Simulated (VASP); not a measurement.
# Sb (R-3m) in VASP: single point with PBE+D3(BJ)

Aim: the single point of Sb with PBE+D3(BJ).

Everything below comes from runs of VASP 6.6.1. Logs are shortened: lines on timing, memory, paths and dates and some standing lists are left out, and cuts for length are marked.

## 1. The cell of the first run

The structure is trigonal, space group R-3m (No. 166). Conventional cell: a = 4.323 Å, b = 4.323 Å, c = 11.039 Å, α = 90.00°, β = 90.00°, γ = 120.00°. Within 3.9 Å of Sb (site symmetry 3m) lie 6 Sb at 2.93 to 3.29 Å.

## 2. Single point, PBE+D3(BJ), non-collinear spin, zero start, spin-orbit coupling

The input, POSCAR:

```
Sb
1.0
    2.1616083255      1.2480051486      3.6796745288
   -2.1616083255      1.2480051486      3.6796745288
    0.0000000000     -2.4960102972      3.6796745288
Sb
2
Direct
    0.2361487235      0.2361487235      0.2361487235
    0.7638512765      0.7638512765      0.7638512765
```

The input, INCAR.step1:

```
PREC     = Accurate       # precision mode
ENCUT    = 520            # plane-wave cutoff, eV
EDIFF    = 1E-6           # SCF threshold, eV
ISMEAR   = 0              # smearing method
SIGMA    = 0.1            # smearing width, eV
LREAL    = F              # projectors in reciprocal space
LASPH    = T              # aspherical terms in the spheres
NELM     = 150            # most SCF steps
ALGO     = Fast           # electronic algorithm
ISIF     = 2              # what is computed and relaxed
LWAVE    = F              # write WAVECAR
LCHARG   = T              # write CHGCAR
LNONCOLLINEAR= T              # non-collinear magnetism
MAGMOM   = 0 0 0 0 0 0    # initial moments
LSORBIT  = T              # spin-orbit coupling
GGA_COMPAT= F            
LORBMOM  = T            
GGA      = PE             # functional
IVDW     = 12             # dispersion correction
NBANDS   = 22             # bands
KPAR     = 4
```

The input, KPOINTS.step1:

```
Automatic mesh
0
Gamma
  12 12 12
```

The input, INCAR.step2:

```
PREC     = Accurate       # precision mode
ENCUT    = 520            # plane-wave cutoff, eV
EDIFF    = 1E-6           # SCF threshold, eV
ISMEAR   = -5             # smearing method
SIGMA    = 0.1            # smearing width, eV
LREAL    = F              # projectors in reciprocal space
LASPH    = T              # aspherical terms in the spheres
NELM     = 150            # most SCF steps
ALGO     = Fast           # electronic algorithm
ISIF     = 2              # what is computed and relaxed
LWAVE    = F              # write WAVECAR
LCHARG   = F              # write CHGCAR
LNONCOLLINEAR= T              # non-collinear magnetism
MAGMOM   = 0 0 0 0 0 0    # initial moments
LORBIT   = 11             # projections on sites
LSORBIT  = T              # spin-orbit coupling
GGA_COMPAT= F            
LORBMOM  = T            
GGA      = PE             # functional
IVDW     = 12             # dispersion correction
NEDOS    = 1001           # points of the DOS
ICHARG   = 11             # starting density
KPAR     = 4
```

The input, KPOINTS.step2:

```
Automatic mesh
0
Gamma
  18 18 18
```

Potentials or basis: VASP PAW PBE potentials, release 64 (Sb).

The run is started by

```sh
> cat potpaw_PBE.64/Sb/POTCAR > POTCAR
> cp INCAR.step1 INCAR
> cp KPOINTS.step1 KPOINTS
> mpirun -np 4 vasp_ncl > vasp.out
> cp INCAR.step2 INCAR
> cp KPOINTS.step2 KPOINTS
> mpirun -np 4 vasp_ncl > vasp.out
```

OUTCAR:

```text
PREC = Accurate
   ENCUT = 520
   EDIFF = 1E-6
   ISMEAR = -5
   LREAL = F
   LASPH = T
   NELM = 150
   ISIF = 2
   LNONCOLLINEAR = T
   LORBIT = 11
   LSORBIT = T
   GGA = PE
   IVDW = 12
   ICHARG = 11
 IVDW          = 12

 ion  position               nearest neighbor table
   1  0.236  0.236  0.236-   2 2.93   2 2.93   2 2.93   2 3.29   2 3.29   2 3.29
   2  0.764  0.764  0.764-   1 2.93   1 2.93   1 2.93   1 3.29   1 3.29   1 3.29

  LATTYP: Found a trigonal (rhomboedric) cell.
 ALAT       =     4.4463549163
 COS(alpha) =     0.5273107207

  Lattice vectors:

 A1 = (   2.1616083255,   1.2480051486,   3.6796745288)
 A2 = (  -2.1616083255,   1.2480051486,   3.6796745288)
 A3 = (   0.0000000000,  -2.4960102972,   3.6796745288)

Analysis of symmetry for initial positions (statically):
=====================================================================
 Subroutine PRICEL returns:
 Original cell was already a primitive cell.

 Routine SETGRP: Setting up the symmetry group for a
 trigonal (rhombohedral) supercell.

 Subroutine GETGRP returns: Found 12 space group operations
 (whereof 12 operations were pure point group operations)
 out of a pool of 12 trial point group operations.

The static configuration has the point symmetry D_3d.

Analysis of symmetry for dynamics (positions and initial velocities):
=====================================================================
 Subroutine PRICEL returns:
 Original cell was already a primitive cell.

 Routine SETGRP: Setting up the symmetry group for a
 trigonal (rhombohedral) supercell.

 Subroutine GETGRP returns: Found 12 space group operations
 (whereof 12 operations were pure point group operations)
 out of a pool of 12 trial point group operations.

The dynamic configuration has the point symmetry D_3d.

Analysis of structural, dynamic, and magnetic symmetry:
=====================================================================
 Subroutine PRICEL returns:
 Original cell was already a primitive cell.

 Routine SETGRP: Setting up the symmetry group for a
 trigonal (rhombohedral) supercell.

 Subroutine GETGRP returns: Found 12 space group operations
 (whereof 12 operations were pure point group operations)
 out of a pool of 12 trial point group operations.

The overall configuration has the point symmetry D_3d.

 Subroutine INISYM returns: Found 12 space group operations
 (whereof 12 operations are pure point group operations),
 and found     1 'primitive' translations
[... 684 lines left out ...]
      0.00000      0.00000      8.43217         0.000000      0.000000     -0.054357
 -----------------------------------------------------------------------------------
    total drift:                               -0.000000     -0.000000      0.000000

  FREE ENERGIE OF THE ION-ELECTRON SYSTEM (eV)
  ---------------------------------------------------
  free  energy   TOTEN  =        -9.3357295442 eV

  energy  without entropy=       -9.3357295442  energy(sigma->0) =       -9.33572954

 orbital moment (x)

 # of ion     p       d       tot
 ----------------------------------------
  1         0.000   0.000   0.000
  2         0.000   0.000   0.000
 ----------------------------------------
            0.000   0.000   0.000

 orbital moment (y)

 # of ion     p       d       tot
 ----------------------------------------
  1         0.000   0.000   0.000
  2         0.000   0.000   0.000
 ----------------------------------------
            0.000   0.000   0.000

 orbital moment (z)

 # of ion     p       d       tot
 ----------------------------------------
  1         0.000   0.000   0.000
  2         0.000   0.000   0.000
 ----------------------------------------
            0.000   0.000   0.000

 Spin-Orbit-Coupling matrix elements

 Ion:    1  E_soc:     -0.1366491
 l=   1
     0.0000000    -0.0227487    -0.0224827
    -0.0227487     0.0000000    -0.0227487
    -0.0224827    -0.0227487     0.0000000
 l=   2
     0.0000000    -0.0000250     0.0000000    -0.0000250    -0.0000839
    -0.0000250     0.0000000    -0.0000643    -0.0000318    -0.0000250
     0.0000000    -0.0000643     0.0000000    -0.0000643     0.0000000
    -0.0000250    -0.0000318    -0.0000643     0.0000000    -0.0000250
    -0.0000839    -0.0000250     0.0000000    -0.0000250     0.0000000
 l=   3
     0.0000000     0.0000000     0.0000000     0.0000000     0.0000000     0.0000000     0.0000000
     0.0000000     0.0000000     0.0000000     0.0000000     0.0000000     0.0000000     0.0000000
     0.0000000     0.0000000     0.0000000     0.0000000     0.0000000     0.0000000     0.0000000
     0.0000000     0.0000000     0.0000000     0.0000000     0.0000000     0.0000000     0.0000000
     0.0000000     0.0000000     0.0000000     0.0000000     0.0000000     0.0000000     0.0000000
     0.0000000     0.0000000     0.0000000     0.0000000     0.0000000     0.0000000     0.0000000
     0.0000000     0.0000000     0.0000000     0.0000000     0.0000000     0.0000000     0.0000000

 Ion:    2  E_soc:     -0.1366491
 l=   1
     0.0000000    -0.0227487    -0.0224827
    -0.0227487     0.0000000    -0.0227487
    -0.0224827    -0.0227487     0.0000000
 l=   2
     0.0000000    -0.0000250     0.0000000    -0.0000250    -0.0000839
    -0.0000250     0.0000000    -0.0000643    -0.0000318    -0.0000250
     0.0000000    -0.0000643     0.0000000    -0.0000643     0.0000000
    -0.0000250    -0.0000318    -0.0000643     0.0000000    -0.0000250
    -0.0000839    -0.0000250     0.0000000    -0.0000250     0.0000000
 l=   3
     0.0000000     0.0000000     0.0000000     0.0000000     0.0000000     0.0000000     0.0000000
     0.0000000     0.0000000     0.0000000     0.0000000     0.0000000     0.0000000     0.0000000
     0.0000000     0.0000000     0.0000000     0.0000000     0.0000000     0.0000000     0.0000000
     0.0000000     0.0000000     0.0000000     0.0000000     0.0000000     0.0000000     0.0000000
     0.0000000     0.0000000     0.0000000     0.0000000     0.0000000     0.0000000     0.0000000
     0.0000000     0.0000000     0.0000000     0.0000000     0.0000000     0.0000000     0.0000000
     0.0000000     0.0000000     0.0000000     0.0000000     0.0000000     0.0000000     0.0000000

 total charge

# of ion       s       p       d       tot
------------------------------------------
    1        1.213   1.151   0.037   2.400
    2        1.213   1.151   0.037   2.400
--------------------------------------------------
tot          2.426   2.302   0.073   4.801

 magnetization (x)

# of ion       s       p       d       tot
------------------------------------------
    1        0.000   0.000   0.000   0.000
    2        0.000   0.000   0.000   0.000
--------------------------------------------------
tot          0.000   0.000   0.000   0.000

 magnetization (y)

# of ion       s       p       d       tot
------------------------------------------
    1        0.000   0.000   0.000   0.000
    2        0.000   0.000   0.000   0.000
--------------------------------------------------
tot          0.000   0.000   0.000   0.000

 magnetization (z)

# of ion       s       p       d       tot
------------------------------------------
    1        0.000   0.000   0.000   0.000
    2        0.000   0.000   0.000   0.000
--------------------------------------------------
tot          0.000   0.000   0.000   0.000
```

OUTCAR.step1:

```text
PREC = Accurate
   ENCUT = 520
   EDIFF = 1E-6
   ISMEAR = 0
   LREAL = F
   LASPH = T
   NELM = 150
   ISIF = 2
[... 921 lines left out ...]
     0.0000000     0.0000000     0.0000000     0.0000000     0.0000000     0.0000000     0.0000000
     0.0000000     0.0000000     0.0000000     0.0000000     0.0000000     0.0000000     0.0000000
     0.0000000     0.0000000     0.0000000     0.0000000     0.0000000     0.0000000     0.0000000
     0.0000000     0.0000000     0.0000000     0.0000000     0.0000000     0.0000000     0.0000000
     0.0000000     0.0000000     0.0000000     0.0000000     0.0000000     0.0000000     0.0000000

=======================================================================

 ========================================================
```

OSZICAR.step1:

```text
N       E                     dE             d eps       ncg     rms          rms(c)
DAV:   1     0.405467212555E+02    0.40547E+02   -0.33303E+03  8316   0.722E+02
DAV:   2    -0.544048212515E+01   -0.45987E+02   -0.43893E+02 10412   0.129E+02
DAV:   3    -0.834528002153E+01   -0.29048E+01   -0.28497E+01 10552   0.337E+01
DAV:   4    -0.837858817589E+01   -0.33308E-01   -0.33229E-01  9432   0.403E+00
DAV:   5    -0.837901997032E+01   -0.43179E-03   -0.43179E-03  9766   0.536E-01    0.351E+00
RMM:   6    -0.837865857850E+01    0.36139E-03   -0.19168E-03  8368   0.344E-01    0.211E+00
RMM:   7    -0.837851428331E+01    0.14430E-03   -0.20253E-03  8794   0.356E-01    0.126E+00
RMM:   8    -0.837894399951E+01   -0.42972E-03   -0.14206E-03  8873   0.298E-01    0.570E-02
RMM:   9    -0.837904161073E+01   -0.97611E-04   -0.16580E-04  9210   0.111E-01    0.132E-02
RMM:  10    -0.837905203269E+01   -0.10422E-04   -0.35424E-05  9468   0.522E-02    0.298E-03
RMM:  11    -0.837905283822E+01   -0.80553E-06   -0.81379E-06  9819   0.247E-02
   1 F= -.93382161E+01 E0= -.93378816E+01  d E =-.668864E-03  mag=     0.0000    -0.0000     0.0000
```

It took 12 min on 4 MPI ranks of Oxide Virtual Turin-like, shared host; peak memory 0.94 GiB.

What came out:

* Net moment: 0.00 μB per cell
* Valence electrons inside the program's atomic spheres: Sb 2.40
* Dispersion energy per atom: -0.480 eV

Moments on the atoms (μB; x, y, z):
```
Sb  0.00 0.00 0.00
Sb  0.00 0.00 0.00
```
